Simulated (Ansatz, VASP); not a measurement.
O: VASP beside Ansatz

```
O
1.0
    15.00000    0.00000    0.00000
     0.00000   15.50000    0.00000
     0.00000    0.00000   16.00000
O
2
Cartesian
  6.9818 7.7346 7.6803
  8.0182 7.7654 8.3197
```

Alike in both runs: functional PBE; dispersion D3(BJ); k mesh 1 × 1 × 1; occupations gaussian, width 0.005 eV; collinear spin.

Ansatz relaxed the structure, and its values are those at the end. VASP's run is a single point on that final structure, the one shown.

```csv
,VASP,Ansatz
version,VASP 6.6.1,Ansatz 0.2.0
potentials or method,"VASP PAW PBE potentials, release 64 (O), cutoff 520 eV","scalar-relativistic, plane waves, PAW"
valence electrons in the cell,12,12
```

Ansatz gave:

```
gap on the k mesh at the Fermi level (eV)                     : 2.29
rms of the force components (eV/Å)                            : 0.000
net moment per atom (μB)                                      : 1.00
size of the moment on the site where the two differ most (μB) : 0.56
```

Problem. Which values does VASP return?

Solution. gap on the k mesh at the Fermi level (eV): 2.31; rms of the force components (eV/Å): 0.661; net moment per atom (μB): 1.00; size of the moment on the site where the two differ most (μB): 0.81.

Site moments also hang on the region over which each program counts them. One of these differences is far larger than is usual between the two programs; its cause wasn't traced.

Noted on VASP's run: the standard files for N, O and F lose accuracy on very short bonds.
